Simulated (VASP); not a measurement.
# F (C2/c) in VASP: a series of runs, part 2 of 2

VASP 6.6.1. Earlier steps stand in the parts before.

## Step 3: Single point, PBE+D3(BJ) (17.25 Å³/atom)

This run uses another cell than the first one, of 17.25 Å³/atom.

INCAR

```
SYSTEM = F
PREC = Accurate ; ENCUT = 520
EDIFF = 1E-6 ; ISMEAR = 0
SIGMA = 0.05 ; LREAL = .FALSE.
LASPH = .TRUE. ; NELM = 60
ALGO = Normal ; ISIF = 2
LWAVE = .FALSE. ; LCHARG = .FALSE.
GGA = PE ; IVDW = 12
NBANDS = 22
```

KPOINTS

```
regular mesh
0
G
  8 8 4
  0 0 0
```

POSCAR

```
F
1.0
    2.6715649237     -1.8396889455      0.2819380855
    2.6715649237      1.8396889455      0.2819380855
   -0.8489249452      0.0000000000      6.9305712880
F
4
Direct
    0.9138648456      0.5855481450      0.0939279973
    0.4144518550      0.0861351544      0.4060720027
    0.0861351544      0.4144518550      0.9060720027
    0.5855481450      0.9138648456      0.5939279973
```

Potentials or basis: VASP PAW PBE potentials, release 64 (F).

On the command line:

```bash
cat potpaw_PBE.64/F/POTCAR > POTCAR
mpirun -np 1 vasp_std > vasp.out
```

OUTCAR:

```text
SYSTEM = F
   PREC = Accurate
   ENCUT = 520
   EDIFF = 1E-6
   ISMEAR = 0
   LREAL = .FALSE.
   LASPH = .TRUE.
   NELM = 60
   ISIF = 2
   GGA = PE
   IVDW = 12
 IVDW          = 12

 ion  position               nearest neighbor table
   1  0.914  0.586  0.094-   3 1.46
   2  0.414  0.086  0.406-   4 1.46
   3  0.086  0.414  0.906-   1 1.46
   4  0.586  0.914  0.594-   2 1.46

  LATTYP: Found a base centered monoclinic cell.
[... 801 lines left out ...]

 Edisp (eV)   -0.10756

 E8    (eV) :    -0.0234

  FORCE on cell =-STRESS in cart. coord.  units (eV):
  Direction    XX          YY          ZZ          XY          YZ          ZX
  --------------------------------------------------------------------------------------
  -------------------------------------------------------------------------------------
  Total      -0.15687    -0.72038    -2.35787     0.00000     0.00000     0.28422
  in kB      -3.64209   -16.72563   -54.74476     0.00000     0.00000     6.59897
  external pressure =      -25.04 kB  Pullay stress =        0.00 kB

 VOLUME and BASIS-vectors are now :
 -----------------------------------------------------------------------------
  energy-cutoff  :      520.00
  volume of cell :       69.01
      direct lattice vectors                 reciprocal lattice vectors
     2.671564924 -1.839688946  0.281938085     0.184767782 -0.271785076  0.022632186
     2.671564924  1.839688946  0.281938085     0.184767782  0.271785076  0.022632186
    -0.848924945  0.000000000  6.930571288    -0.015032837  0.000000000  0.142446879

 POSITION                                       TOTAL-FORCE (eV/Angst)
 -----------------------------------------------------------------------------------
      3.92604     -0.60400      1.07372         0.098331     -0.384180     -0.764969
      0.99263     -0.60400      2.95545        -0.098331     -0.384180      0.764969
      0.56816      0.60400      6.42073        -0.098331      0.384180      0.764969
      3.50158      0.60400      4.53900         0.098331      0.384180     -0.764969
 -----------------------------------------------------------------------------------
    total drift:                               -0.000000     -0.000000     -0.000000

  FREE ENERGIE OF THE ION-ELECTRON SYSTEM (eV)
  ---------------------------------------------------
  free  energy   TOTEN  =        -7.3951375788 eV

  energy  without entropy=       -7.3951375788  energy(sigma->0) =       -7.39513758
```

OSZICAR:

```text
N       E                     dE             d eps       ncg     rms          rms(c)
DAV:   1     0.186641623119E+03    0.18664E+03   -0.15942E+04  3480   0.118E+03
DAV:   2     0.720644151403E+00   -0.18592E+03   -0.18041E+03  4646   0.290E+02
DAV:   3    -0.882061666926E+01   -0.95413E+01   -0.94958E+01  3990   0.647E+01
DAV:   4    -0.888505180093E+01   -0.64435E-01   -0.64432E-01  3636   0.604E+00
DAV:   5    -0.888543232075E+01   -0.38052E-03   -0.38052E-03  3978   0.441E-01    0.111E+01
DAV:   6    -0.769381652977E+01    0.11916E+01   -0.39591E-01  3528   0.629E+00    0.632E+00
DAV:   7    -0.728928866498E+01    0.40453E+00   -0.54987E-01  3444   0.696E+00    0.641E-01
DAV:   8    -0.728734005887E+01    0.19486E-02   -0.65405E-02  3738   0.181E+00    0.104E-01
DAV:   9    -0.728749134321E+01   -0.15128E-03   -0.72470E-04  3780   0.200E-01    0.579E-02
DAV:  10    -0.728757858761E+01   -0.87244E-04   -0.81209E-05  3582   0.832E-02    0.158E-02
DAV:  11    -0.728757972112E+01   -0.11335E-05   -0.10593E-05  3762   0.305E-02    0.399E-03
DAV:  12    -0.728757979577E+01   -0.74650E-07   -0.67950E-07  2396   0.713E-03
   1 F= -.73951376E+01 E0= -.73951376E+01  d E =-.372714E-16
```

Wall time 37 s (1 thread of AMD EPYC 9R45 (Zen 5), shared host); peak memory 0.2 GiB.

Results:

```yaml
Free_energy: -7.3951 eV
Pressure: -2.5 GPa
Largest_force: 0.862 eV/Å
Band_gap_on_the_k_mesh: 2.54 eV
Dispersion_energy_per_atom: -0.027 eV
```

Forces in eV/Å, atoms in the order of the input:
```
F    0.098 -0.384 -0.765
F   -0.098 -0.384  0.765
F   -0.098  0.384  0.765
F    0.098  0.384 -0.765
```

A k mesh can miss the band edges.

## Step 4: Single point, PBE+D3(BJ) (17.25 Å³/atom)

This run uses another cell than the first one, of 17.25 Å³/atom.

INCAR

```
SYSTEM = F
PREC = Accurate
ENCUT = 520
EDIFF = 1E-6
ISMEAR = 0
SIGMA = 0.05
LREAL = .FALSE.
LASPH = .TRUE.
NELM = 100
ALGO = Normal
ISIF = 2
LWAVE = .FALSE.
LCHARG = .TRUE.
GGA = PE
IVDW = 12
LELF = .TRUE.
LVHAR = .TRUE.
NBANDS = 22
```

KPOINTS

```
Automatic mesh
0
G
  8 8 4
  0 0 0
```

POSCAR

```
F
1.0
    2.9729244711     -1.7439552118      0.3137414428
    2.9729244711      1.7439552118      0.3137414428
   -0.8239075169      0.0000000000      6.5678963199
F
4
Direct
    0.9138648456      0.5855481450      0.0939279973
    0.4144518550      0.0861351544      0.4060720027
    0.0861351544      0.4144518550      0.9060720027
    0.5855481450      0.9138648456      0.5939279973
```

On the command line:

```bash
cat potpaw_PBE.64/F/POTCAR > POTCAR
mpirun -np 1 vasp_std > vasp.out
```

It took 50 s on 1 thread of AMD EPYC 9R45 (Zen 5), shared host; peak memory 0.2 GiB.

Results (log left out):

```
Free energy                : -7.3347 eV
Pressure                   : 3.7 GPa
Largest force              : 1.877 eV/Å
Band gap on the k mesh     : 3.40 eV
Dispersion energy per atom : -0.027 eV
```

Forces on the atoms (eV/Å):
```
F   -0.213  0.825  1.672
F    0.213  0.825 -1.672
F    0.213 -0.825 -1.672
F   -0.213 -0.825  1.672
```

Stress tensor (GPa, compression positive):
```
-0.50  0.00 -1.31
 0.00  2.01  0.00
-1.31  0.00  9.60
```

Levels at points of the mesh, in eV from the valence-band top:
```
           k point  band 12  band 13  band 14  band 15  band 16  band 17
(0.00, 0.00, 0.00)    -0.12    -0.07     0.00     3.40     4.23     8.77
(0.50, 0.00, 0.00)    -0.26    -0.12    -0.11     3.90     3.90    12.83
(0.50, 0.50, 0.00)    -0.44    -0.08    -0.05     3.59     4.19    12.33
(0.00, 0.00, 0.50)    -0.25    -0.06    -0.06     3.78     3.78     9.72
(0.50, 0.00, 0.50)    -0.22    -0.08    -0.08     3.87     3.88    13.34
(0.50, 0.50, 0.50)    -0.28    -0.27    -0.27     3.88     3.88    12.94
```

Caveat: the cell stands under pressure; forces of over 1 eV/Å act on the atoms, so gaps and moduli don't describe the material at rest.

## Step 5: The runs side by side

```tsv
cell	gap on the mesh (eV)	pressure (GPa)	largest force (eV/Å)
a = 3.344, b = 3.344, c = 6.685 Å, angles 90.9, 90.9, 63.6°, 4 atoms	3.22	2.5	1.28
a = 3.256, b = 3.256, c = 6.982 Å, angles 90.8, 90.8, 68.8°, 4 atoms	2.54	-2.5	0.86
a = 3.461, b = 3.461, c = 6.619 Å, angles 91.0, 91.0, 60.5°, 4 atoms	3.40	3.7	1.88
```

Alike in all rows: task single point; level PBE+D3(BJ); potentials or basis VASP PAW PBE potentials, release 64 (F); no spin polarisation; k mesh 8 × 8 × 4; cutoff (eV) 520; smearing gaussian 0.05 eV.

Caveats: forces of over 1 eV/Å act on the atoms, so gaps and moduli don't describe the material at rest (at least some runs); the cell stands under pressure (at least some runs).

Absolute energies hang on the potentials; compare differences alone.
